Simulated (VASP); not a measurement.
# Ru (P6_3/mmc) in VASP: notebook, part 3 of 3

VASP 6.6.1.

### 6 Elastic constants, LDA

This run uses another cell than the first one, of 12.42 Å³/atom.

INCAR

```
  PREC = Accurate
  ENCUT = 600
  EDIFF = 1E-8
  ISMEAR = -1
  SIGMA = 0.15
  LREAL = False
  LASPH = True
  NELM = 60
  ALGO = Normal
  ISIF = 3
  LWAVE = False
  LCHARG = True
  GGA = CA
  IBRION = 6
  NFREE = 2
  POTIM = 0.015
  NSW = 1
```

KPOINTS

```
regular mesh
0
Gamma
  18 18 10
```

POSCAR

```
Ru
1.0
    2.6267045313      0.0000000000      0.0000000000
   -1.3133522656      2.2747928523      0.0000000000
    0.0000000000      0.0000000000      4.1582702571
Ru
2
Direct
    0.3333333333      0.6666666667      0.2500000000
    0.6666666667      0.3333333333      0.7500000000
```

Potentials or basis: VASP PAW LDA potentials, release 64 (Ru_pv).

Run with:

```console
$ cat potpaw_LDA.64/Ru_pv/POTCAR > POTCAR
$ mpirun -np 1 vasp_std > vasp.out
```

OUTCAR:

```text
PREC = Accurate
   ENCUT = 600
   EDIFF = 1E-8
   ISMEAR = -1
   LREAL = False
   LASPH = True
   NELM = 60
   ISIF = 3
   GGA = CA
   IBRION = 6
   NFREE = 2
   POTIM = 0.015
   NSW = 1

 ion  position               nearest neighbor table
   1  0.333  0.667  0.250-   2 2.57   2 2.57   2 2.57   2 2.57   2 2.57   2 2.57
   2  0.667  0.333  0.750-   1 2.57   1 2.57   1 2.57   1 2.57   1 2.57   1 2.57

  LATTYP: Found a hexagonal cell.
 ALAT       =     2.6267045313
 C/A-ratio  =     1.5830749928

  Lattice vectors:

 A1 = (   2.6267045313,   0.0000000000,   0.0000000000)
 A2 = (  -1.3133522656,   2.2747928523,   0.0000000000)
 A3 = (   0.0000000000,   0.0000000000,   4.1582702571)

Analysis of symmetry for initial positions (statically):
=====================================================================
 Subroutine PRICEL returns:
 Original cell was already a primitive cell.

 Routine SETGRP: Setting up the symmetry group for a
 hexagonal supercell.

 Subroutine GETGRP returns: Found 24 space group operations
 (whereof 12 operations were pure point group operations)
 out of a pool of 24 trial point group operations.

The static configuration has the point symmetry D_3d.
 The point group associated with its full space group is D_6h.

Analysis of symmetry for dynamics (positions and initial velocities):
=====================================================================
 Subroutine PRICEL returns:
 Original cell was already a primitive cell.

 Routine SETGRP: Setting up the symmetry group for a
 hexagonal supercell.

 Subroutine GETGRP returns: Found 24 space group operations
 (whereof 12 operations were pure point group operations)
 out of a pool of 24 trial point group operations.

The dynamic configuration has the point symmetry D_3d.
 The point group associated with its full space group is D_6h.

 Subroutine INISYM returns: Found 24 space group operations
 (whereof 12 operations are pure point group operations),
 and found     1 'primitive' translations

----------------------------------------------------------------------------------------

                                     Primitive cell

  volume of cell :      24.8465

  direct lattice vectors                    reciprocal lattice vectors
     2.626704531  0.000000000  0.000000000     0.380705172  0.219800233  0.000000000
    -1.313352266  2.274792852  0.000000000     0.000000000  0.439600467  0.000000000
     0.000000000  0.000000000  4.158270257     0.000000000  0.000000000  0.240484610

  length of vectors
[... 234 lines left out ...]

  energy  without entropy=      -21.1744029434  energy(sigma->0) =      -21.22694399

[... ionic steps 4 to 14 ...]

--------------------------------------- Ionic step       15  -------------------------------------------

 number of electron      28.0000004 magnetization

------------------------ aborting loop because EDIFF is reached ----------------------------------------
[... 67 lines left out ...]
--------------------------------------- Ionic step       17  -------------------------------------------

 number of electron      28.0000005 magnetization

 Free energy of the ion-electron system (eV)
  ---------------------------------------------------
  ext. energy  EPLUGINS =         0.00000000
  ---------------------------------------------------
  free energy    TOTEN  =       -21.34664613 eV

  energy without entropy =      -21.23890322  energy(sigma->0) =      -21.29277467

 E-fermi :  14.4197     XC(G=0): -14.9310

 val. band max:       14.4191169180   @ k =  -0.1111   0.3333   0.1000
 cond. band min:      14.4271539258   @ k =   0.1111   0.0556   0.4000
 fundamental gap:      0.0080370078
 Fermi energy:        14.4197270666

 k-point     1 :       0.0000    0.0000    0.0000
  band No.  band energies     occupation
      1     -29.4405      2.00000
      2     -28.1713      2.00000
      3     -28.1713      2.00000
      4     -27.9447      2.00000
      5     -27.9447      2.00000
      6     -27.8901      2.00000
[... 481 lines left out ...]
      5     -28.2813      2.00000
      6     -28.1792      2.00000
[... 10 lines left out ...]
     17      18.6746      0.00000
     18      22.5985      0.00000

 [... further k-points ...]

------------------------ aborting loop because EDIFF is reached ----------------------------------------

  FORCE on cell =-STRESS in cart. coord.  units (eV):
  Direction    XX          YY          ZZ          XY          YZ          ZX
  --------------------------------------------------------------------------------------
  -------------------------------------------------------------------------------------
  Total        3.6078264      3.6078264      3.6423058      0.0000000      0.0000000     -0.0000000
  in kB      232.6432306    232.6432305    234.8665674      0.0000000      0.0000000     -0.0000000
  external PRESSURE =     233.3843428 kB  Pullay stress =       0.0000000 kB
[... 17 lines left out ...]
  FREE ENERGIE OF THE ION-ELECTRON SYSTEM (eV)
  ---------------------------------------------------
  free  energy   TOTEN  =       -21.3466461304 eV

  energy  without entropy=      -21.2389032183  energy(sigma->0) =      -21.29277467

 INTERNAL STRAIN TENSORS FROM STRAINED CELLS
 ============================================

 INTERNAL STRAIN TENSOR FOR ION    1 for displacements in x,y,z  (eV/Angst):
          X           Y           Z          XY          YZ          ZX
  --------------------------------------------------------------------------------
  x    -0.00000     0.00000     0.00000    -4.15102    -0.00000    -0.00000
  y    -4.15837     4.15356     0.00000    -0.00005    -0.00051    -0.00002
  z     0.00000     0.00000     0.00000     0.00000    -0.00227    -0.00000

 INTERNAL STRAIN TENSORS FROM DISPLACED ATOMS
 ============================================

 INTERNAL STRAIN TENSOR FOR ION    1 for displacements in x,y,z  (eV/Angst):
          X           Y           Z          XY          YZ          ZX
  --------------------------------------------------------------------------------
  x    -0.00000     0.00000    -0.00000    -4.15135     0.00000     0.00000
  y    -4.15135     4.15135    -0.00000     0.00000     0.00000     0.00000
  z     0.00000    -0.00000     0.00000     0.00000     0.00000    -0.00000

 INTERNAL STRAIN TENSOR FOR ION    2 for displacements in x,y,z  (eV/Angst):
          X           Y           Z          XY          YZ          ZX
  --------------------------------------------------------------------------------
  x     0.00000    -0.00000     0.00000     4.15135     0.00000     0.00000
  y     4.15135    -4.15135     0.00000    -0.00000     0.00000     0.00000
  z    -0.00000     0.00000     0.00000    -0.00000     0.00000     0.00000

 Eigenvectors and eigenvalues of the dynamical matrix
 ----------------------------------------------------

   1 f  =    9.402239 THz    59.076009 2PiTHz  313.624929 cm-1    38.884518 meV
             X         Y         Z           dx          dy          dz
     -0.000000  1.516529  1.039568     0.000000    0.000000   -0.707107
      1.313352  0.758264  3.118703     0.000000    0.000000    0.707107
[... 21 lines left out ...]
   6 f/i=    0.000000 THz     0.000000 2PiTHz    0.000002 cm-1     0.000000 meV
             X         Y         Z           dx          dy          dz
     -0.000000  1.516529  1.039568    -0.707107    0.000003    0.000000
      1.313352  0.758264  3.118703    -0.707107    0.000003    0.000000

--------------------------------------------------------------------------------------------------------

 ELASTIC MODULI CONTR FROM IONIC RELAXATION (kBar)
 Direction    XX          YY          ZZ          XY          YZ          ZX
 --------------------------------------------------------------------------------
 XX        -122.9297    122.9297     -0.0000     -0.0000      0.0000     -0.0000
 YY         122.9297   -122.9297      0.0000     -0.0000      0.0000      0.0000
 ZZ          -0.0000      0.0000     -0.0000     -0.0000      0.0000     -0.0000
 XY          -0.0000     -0.0000     -0.0000   -122.9297      0.0000      0.0000
 YZ           0.0000      0.0000      0.0000      0.0000      0.0000      0.0000
 ZX          -0.0000      0.0000     -0.0000      0.0000      0.0000     -0.0000
 --------------------------------------------------------------------------------

 TOTAL ELASTIC MODULI (kBar)
 Direction    XX          YY          ZZ          XY          YZ          ZX
 --------------------------------------------------------------------------------
 XX        7958.5403   2753.8778   2550.2788      0.0000     -0.0000     -0.0000
 YY        2753.8778   7958.5403   2550.2788      0.0000     -0.0000      0.0000
 ZZ        2550.2788   2550.2788   8917.4111      0.0000      0.0000      0.0000
 XY           0.0000      0.0000      0.0000   2602.3312      0.0000     -0.0000
 YZ           0.0000      0.0000      0.0000      0.0000   2492.1063      0.0000
 ZX           0.0000      0.0000      0.0000     -0.0000      0.0000   2492.1064
 --------------------------------------------------------------------------------
```

stdout:

```text
POSCAR found type information on POSCAR Ru
 POSCAR found :  1 types and       2 ions
 scaLAPACK will be used
 LDA part: xc-table for (Slater(with rela. corr.)+CA(PZ))
 , standard interpolation
 POSCAR, INCAR and KPOINTS ok, starting setup
[... 37 lines left out ...]
 -----------------------------------------------------------------------------
[... 73 lines left out ...]
 Finite differences progress:
 bond charge predicted
 -----------------------------------------------------------------------------
|                                                                             |
|                                                                             |
|     Your highest band is occupied at some k-points! Unless you are          |
|     performing a calculation for an insulator or semiconductor, without     |
|     unoccupied b
```

It took 73 min on 1 thread of Oxide Virtual Turin-like, shared host; peak memory 0.8 GiB.

What came out:

```yaml
Voigt_bulk_modulus: 450 GPa
Highest_phonon_frequency_at_Γ: 314 cm⁻¹
```

Phonon frequencies in cm⁻¹ (negative: imaginary):
| q point | frequencies |
| --- | --- |
| (0.000, 0.000, 0.000) | 0 0 0 221 221 314 |

Elastic tensor in Voigt notation (GPa, in the Cartesian axes of the cell as first typed):
```
796 275 255   0   0   0
275 796 255   0   0   0
255 255 892   0   0   0
  0   0   0 249   0   0
  0   0   0   0 249   0
  0   0   0   0   0 260
```

Clamped-ion elastic tensor (GPa):
```
808 263 255   0   0   0
263 808 255   0   0   0
255 255 892   0   0   0
  0   0   0 249   0   0
  0   0   0   0 249   0
  0   0   0   0   0 273
```

Caveat: the cell is under stress, which shifts elastic constants.
